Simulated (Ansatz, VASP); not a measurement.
**One calculation of TiAl, two programs**

```
CELL_PARAMETERS angstrom
2.92350 0.00000 0.00000
-1.46175 2.53182 0.00000
0.00000 0.00000 4.76983
ATOMIC_POSITIONS crystal
Ti 0.00000 0.00000 0.00000
Al 0.33333 0.66667 0.50000
```

Change from the starting cell: volume scaled by 1.06.

Alike in both runs: task single point; functional PBE; k mesh 11 × 11 × 6; occupations fermi-dirac, width 0.05 eV; no spin polarisation.

|  | VASP | Ansatz |
| --- | --- | --- |
| version | VASP 6.6.1 | Ansatz 0.2.0 |
| potentials or method | VASP PAW PBE potentials, release 64 (Ti_sv, Al), cutoff 520 eV | all-electron LAPW, scalar-relativistic |

Ansatz gave:

* gap on the k mesh at the Fermi level (eV): none
* pressure (GPa): -5.3
* traceless stress, the component that is largest in VASP (GPa): -1.77

Q: What did VASP give for the same quantities?

A: gap on the k mesh at the Fermi level (eV): none; pressure (GPa): -5.3; traceless stress, the component that is largest in VASP (GPa): -1.74.

A gap of «none» marks a metal or a gap that the smearing closes. Ansatz ran all-electron here, and VASP with PAW potentials.
